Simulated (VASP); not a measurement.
A run of VASP 6.6.1 is set up as follows.

The input INCAR:

```
  PREC = Accurate
  ENCUT = 520
  EDIFF = 1E-8
  ISMEAR = -1
  SIGMA = 0.03
  LREAL = F
  LASPH = T
  NELM = 80
  ALGO = Normal
  ISIF = 2
  LWAVE = F
  LCHARG = F
  GGA = PE
  LEFG = T
  NBANDS = 12
```

File KPOINTS:

```
regular mesh
0
Gamma
  16 16 16
```

File POSCAR:

```
Zr
1.0
   -1.8396774058      1.8396774058      1.8396774058
    1.8396774058     -1.8396774058      1.8396774058
    1.8396774058      1.8396774058     -1.8396774058
Zr
1
Direct
    0.0000000000      0.0000000000      0.0000000000
```

Potentials or basis: VASP PAW PBE potentials, release 64 (Zr_sv).

The run is started by

```console
$ cat potpaw_PBE.64/Zr_sv/POTCAR > POTCAR
$ mpirun -np 1 vasp_std > vasp.out
```

(1) Predict the pressure.

(2) What does it give for the band gap on the k mesh?

## Answers

(1) -6.6 GPa.

(2) zero (bands 6 and 7 overlap by 1.74 eV).

Caveat: the cell stands under tension.
